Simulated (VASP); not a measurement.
# TaN (P6_3/mmc) in VASP: further runs, part 2 of 2

VASP 6.6.1. Earlier steps stand in the parts before.

### 3 Single point, PBE (biaxial strain in the a-b plane: -2.0 %, then relaxed in part)

INCAR

```
  PREC = Accurate
  ENCUT = 520
  EDIFF = 1E-6
  ISMEAR = 0
  SIGMA = 0.1
  LREAL = False
  LASPH = True
  NELM = 100
  ALGO = Normal
  ISIF = 2
  LWAVE = False
  LCHARG = False
  GGA = PE
  NBANDS = 24
```

KPOINTS

```
Automatic mesh
0
Gamma
  18 18 8
```

POSCAR

```
TaN
1.0
    2.8587807932      0.0000000000      0.0000000000
   -1.4293903966      2.4757767907      0.0000000000
    0.0000000000      0.0000000000      5.9560898380
Ta N
2 2
Direct
    0.0000000000      0.0000000000      0.0000000000
    0.0000000000      0.0000000000      0.5000000000
    0.3333333333      0.6666666667      0.2500000000
    0.6666666667      0.3333333333      0.7500000000
```

Potentials or basis: VASP PAW PBE potentials, release 64 (Ta_pv, N).

The run is started by

```
> cat potpaw_PBE.64/Ta_pv/POTCAR potpaw_PBE.64/N/POTCAR > POTCAR
> mpirun -np 1 vasp_std > vasp.out
```

OUTCAR:

```text
PREC = Accurate
   ENCUT = 520
   EDIFF = 1E-6
   ISMEAR = 0
   LREAL = False
   LASPH = True
   NELM = 100
   ISIF = 2
   GGA = PE

 ion  position               nearest neighbor table
   1  0.000  0.000  0.000-   3 2.22   4 2.22   3 2.22   4 2.22   4 2.22   3 2.22   2 2.98   2 2.98

   2  0.000  0.000  0.500-   3 2.22   4 2.22   3 2.22   4 2.22   4 2.22   3 2.22   1 2.98   1 2.98

   3  0.333  0.667  0.250-   1 2.22   2 2.22   1 2.22   2 2.22   1 2.22   2 2.22
   4  0.667  0.333  0.750-   1 2.22   2 2.22   1 2.22   2 2.22   1 2.22   2 2.22

  LATTYP: Found a hexagonal cell.
 ALAT       =     2.8587807932
 C/A-ratio  =     2.0834370555

  Lattice vectors:

 A1 = (   2.8587807932,   0.0000000000,   0.0000000000)
 A2 = (  -1.4293903966,   2.4757767907,   0.0000000000)
 A3 = (   0.0000000000,   0.0000000000,   5.9560898380)

Analysis of symmetry for initial positions (statically):
=====================================================================
 Subroutine PRICEL returns:
 Original cell was already a primitive cell.

 Routine SETGRP: Setting up the symmetry group for a
 hexagonal supercell.

 Subroutine GETGRP returns: Found 24 space group operations
 (whereof 12 operations were pure point group operations)
 out of a pool of 24 trial point group operations.

The static configuration has the point symmetry D_3d.
 The point group associated with its full space group is D_6h.

Analysis of symmetry for dynamics (positions and initial velocities):
=====================================================================
 Subroutine PRICEL returns:
 Original cell was already a primitive cell.

 Routine SETGRP: Setting up the symmetry group for a
 hexagonal supercell.

 Subroutine GETGRP returns: Found 24 space group operations
 (whereof 12 operations were pure point group operations)
 out of a pool of 24 trial point group operations.

The dynamic configuration has the point symmetry D_3d.
[... 123 lines left out ...]
     AMIX     =   0.40;   BMIX     =  1.00
     AMIX_MAG =   1.60;   BMIX_MAG =  1.00
  volume/ion in A,a.u.               =      10.54        71.12
  Fermi-wavevector in a.u.,A,eV,Ry     =   1.493391  2.822100 30.343954  2.230218
  Thomas-Fermi vector in A             =   2.605798
   LORBIT       =      0    0 simple, 1 ext, 2 COOP (PROOUT), +10 PAW based schemes
   GGA     = PE    functional components
   LHFCALC =     F    Hartree Fock is set to
   AEXX    =    0.0000 exact exchange contribution
   IVDW    =     0    specifies the selected vdW correction
   LEPSILON=     F    determine dielectric tensor
   LRPA    =     F    only Hartree local field effects (RPA)
 non-spin polarized calculation
 Gauss-broadening in eV      SIGMA  =   0.10
  energy-cutoff  :      520.00
  volume of cell :       42.16
 maximum number of plane-waves:      1151
 NGX is ok and might be reduce to    24
   NGX = 11   NGY = 11   NGZ = 23

 number of electron      31.9999994 magnetization

 Free energy of the ion-electron system (eV)
  ---------------------------------------------------
  ext. energy  EPLUGINS =         0.00000000
  ---------------------------------------------------
  free energy    TOTEN  =       -43.93477672 eV

  energy without entropy =      -43.92976922  energy(sigma->0) =      -43.93227297

 E-fermi :   8.4007     XC(G=0): -13.4765

 val. band max:        8.3921780439   @ k =   0.0556   0.0556   0.1250
 cond. band min:       8.4089615461   @ k =   0.1111   0.0000   0.3750
 fundamental gap:      0.0167835022
 Fermi energy:         8.4007194218

 k-point     1 :       0.0000    0.0000    0.0000
  band No.  band energies     occupation
      1     -27.1104      2.00000
      2     -26.3735      2.00000
      3     -25.9931      2.00000
      4     -25.9931      2.00000
      5     -25.9367      2.00000
      6     -25.9367      2.00000
[... 637 lines left out ...]
     23      15.4043      0.00000
     24      16.3523      0.00000

 [... further k-points ...]

------------------------ aborting loop because EDIFF is reached ----------------------------------------

  FORCE on cell =-STRESS in cart. coord.  units (eV):
  Direction    XX          YY          ZZ          XY          YZ          ZX
  --------------------------------------------------------------------------------------
  -------------------------------------------------------------------------------------
  Total        4.5606773      4.5606773      0.2339824      0.0000000      0.0000000     -0.0000000
  in kB      173.3350297    173.3350297      8.8928340      0.0000000      0.0000000     -0.0000000
  external PRESSURE =     118.5209645 kB  Pullay stress =       0.0000000 kB

 VOLUME and BASIS-vectors are now :
 -----------------------------------------------------------------------------
  energy-cutoff  :      520.00
  volume of cell :       42.16
      direct lattice vectors                 reciprocal lattice vectors
     2.858780793  0.000000000  0.000000000     0.349799468  0.201956817  0.000000000
    -1.429390397  2.475776791  0.000000000     0.000000000  0.403913634  0.000000000
     0.000000000  0.000000000  5.956089838     0.000000000  0.000000000  0.167895386

 POSITION                                       TOTAL-FORCE (eV/Angst)
 -----------------------------------------------------------------------------------
      0.00000      0.00000      0.00000         0.000000      0.000000      0.000000
      0.00000      0.00000      2.97804         0.000000      0.000000      0.000000
     -0.00000      1.65052      1.48902         0.000000      0.000000     -0.000000
      1.42939      0.82526      4.46707        -0.000000      0.000000     -0.000000
 -----------------------------------------------------------------------------------
    total drift:                               -0.000000      0.000000      0.000000

  FREE ENERGIE OF THE ION-ELECTRON SYSTEM (eV)
  ---------------------------------------------------
  free  energy   TOTEN  =       -43.9347767178 eV

  energy  without entropy=      -43.9297692174  energy(sigma->0) =      -43.93227297
```

Run time: 3.3 min. Hardware: 1 thread of Intel Xeon Platinum 8259CL at 2.50GHz (Skylake/Cascade Lake), shared host; peak memory 0.29 GiB.

What came out:

```yaml
Free_energy: -43.9348 eV
Pressure: 11.9 GPa
Band_gap_on_the_k_mesh: zero (bands 16 and 17 overlap by 1.08 eV)
```

Stress tensor (GPa, compression positive):
```
17.33  0.00  0.00
 0.00 17.33  0.00
 0.00  0.00  0.89
```

Caveat: the cell differs from its parent crystal (biaxial strain in the a-b plane: -2.0 %, then relaxed in part); the stress differs along the axes, from 1 to 17 GPa; spin-orbit coupling is left out, which moves the levels of the heavy elements.

### 4 Single point, PBE (biaxial strain in the a-b plane: -2.0 %)

INCAR

```
SYSTEM = TaN
PREC = Accurate
ENCUT = 520
EDIFF = 1E-6
ISMEAR = 0
SIGMA = 0.1
LREAL = .FALSE.
LASPH = .TRUE.
NELM = 100
ALGO = Normal
ISIF = 2
LWAVE = .FALSE.
LCHARG = .FALSE.
GGA = PE
NBANDS = 24
```

KPOINTS

```
regular mesh
0
G
  18 18 8
  0 0 0
```

POSCAR, as its differences from that of step 3:

```diff
@@ -4,3 +4,3 @@
    -1.4293903966      2.4757767907      0.0000000000
-    0.0000000000      0.0000000000      5.9560898380
+    0.0000000000      0.0000000000      5.9859477389
 Ta N
```

Potentials or basis: VASP PAW PBE potentials, release 64 (Ta_pv, N).

The run is started by

```
> cat potpaw_PBE.64/Ta_pv/POTCAR potpaw_PBE.64/N/POTCAR > POTCAR
> mpirun -np 1 vasp_std > vasp.out
```

OUTCAR:

```text
SYSTEM = TaN
   PREC = Accurate
   ENCUT = 520
   EDIFF = 1E-6
   ISMEAR = 0
   LREAL = .FALSE.
   LASPH = .TRUE.
   NELM = 100
   ISIF = 2
   GGA = PE

 ion  position               nearest neighbor table
   1  0.000  0.000  0.000-   3 2.23   4 2.23   3 2.23   4 2.23   4 2.23   3 2.23   2 2.99   2 2.99

   2  0.000  0.000  0.500-   3 2.23   4 2.23   3 2.23   4 2.23   4 2.23   3 2.23   1 2.99   1 2.99

   3  0.333  0.667  0.250-   1 2.23   2 2.23   1 2.23   2 2.23   1 2.23   2 2.23
   4  0.667  0.333  0.750-   1 2.23   2 2.23   1 2.23   2 2.23   1 2.23   2 2.23

  LATTYP: Found a hexagonal cell.
 ALAT       =     2.8587807932
 C/A-ratio  =     2.0938813333

  Lattice vectors:

 A1 = (   2.8587807932,   0.0000000000,   0.0000000000)
 A2 = (  -1.4293903966,   2.4757767907,   0.0000000000)
 A3 = (   0.0000000000,   0.0000000000,   5.9859477389)

Analysis of symmetry for initial positions (statically):
=====================================================================
 Subroutine PRICEL returns:
 Original cell was already a primitive cell.

 Routine SETGRP: Setting up the symmetry group for a
 hexagonal supercell.

 Subroutine GETGRP returns: Found 24 space group operations
[... 175 lines left out ...]
 cond. band min:       8.3477058011   @ k =   0.2222   0.1667   0.3750
 fundamental gap:      0.0223924555
 Fermi energy:         8.3290102882

 k-point     1 :       0.0000    0.0000    0.0000
  band No.  band energies     occupation
      1     -27.1611      2.00000
      2     -26.4563      2.00000
      3     -26.0629      2.00000
      4     -26.0629      2.00000
      5     -26.0096      2.00000
      6     -26.0096      2.00000
[... 637 lines left out ...]
     23      15.3021      0.00000
     24      16.2348      0.00000

 [... further k-points ...]

------------------------ aborting loop because EDIFF is reached ----------------------------------------

  FORCE on cell =-STRESS in cart. coord.  units (eV):
  Direction    XX          YY          ZZ          XY          YZ          ZX
  --------------------------------------------------------------------------------------
  -------------------------------------------------------------------------------------
  Total        4.3652847      4.3652847     -0.8988393      0.0000000      0.0000000      0.0000000
  in kB      165.0813047    165.0813047    -33.9912696      0.0000000      0.0000000      0.0000000
  external PRESSURE =      98.7237800 kB  Pullay stress =       0.0000000 kB

 VOLUME and BASIS-vectors are now :
 -----------------------------------------------------------------------------
  energy-cutoff  :      520.00
  volume of cell :       42.37
      direct lattice vectors                 reciprocal lattice vectors
     2.858780793  0.000000000  0.000000000     0.349799468  0.201956817  0.000000000
    -1.429390397  2.475776791  0.000000000     0.000000000  0.403913634  0.000000000
     0.000000000  0.000000000  5.985947739     0.000000000  0.000000000  0.167057924

 POSITION                                       TOTAL-FORCE (eV/Angst)
 -----------------------------------------------------------------------------------
      0.00000      0.00000      0.00000         0.000000      0.000000      0.000000
      0.00000      0.00000      2.99297         0.000000      0.000000      0.000000
     -0.00000      1.65052      1.49649        -0.000000     -0.000000     -0.000000
      1.42939      0.82526      4.48946         0.000000      0.000000      0.000000
 -----------------------------------------------------------------------------------
    total drift:                               -0.000000      0.000000      0.000000

  FREE ENERGIE OF THE ION-ELECTRON SYSTEM (eV)
  ---------------------------------------------------
  free  energy   TOTEN  =       -43.9332945641 eV

  energy  without entropy=      -43.9282523711  energy(sigma->0) =      -43.93077347
```

It took 2.5 min on 1 thread of Intel Xeon Platinum 8259CL at 2.50GHz (Skylake/Cascade Lake), shared host; peak memory 0.29 GiB.

What came out:

| Item | Value |
| --- | --- |
| Free energy | -43.9333 eV |
| Pressure | 9.9 GPa |
| Band gap on the k mesh | zero (bands 16 and 17 overlap by 1.09 eV) |

Caveat: the cell differs from its parent crystal (biaxial strain in the a-b plane: -2.0 %); the stress differs along the axes, from -3 to 17 GPa; spin-orbit coupling is left out, which moves the levels of the heavy elements.

### 5 Summary

```csv
cell,gap on the mesh (eV),pressure (GPa)
"a = 2.800, b = 2.800, c = 6.057 Å, angles 90.0, 90.0, 120.0°, 4 atoms",none,20.9
"a = 2.859, b = 2.859, c = 5.956 Å, angles 90.0, 90.0, 120.0°, 4 atoms",none,11.9
"a = 2.859, b = 2.859, c = 5.986 Å, angles 90.0, 90.0, 120.0°, 4 atoms",none,9.9
```

Alike in all rows: task single point; level PBE; potentials or basis VASP PAW PBE potentials, release 64 (Ta_pv, N); no spin polarisation; k mesh 18 × 18 × 8; cutoff (eV) 520; smearing gaussian 0.1 eV.

Caveats: spin-orbit coupling is left out, which moves the levels of the heavy elements; the stress differs along the axes, from -7 to 35 GPa (at least some runs); the stress differs along the axes, from 1 to 17 GPa (at least some runs); the stress differs along the axes, from -3 to 17 GPa (at least some runs).

Absolute energies hang on the potentials; compare differences alone.

The gap in the log of VASP goes by the Fermi energy; the results here count the filled bands.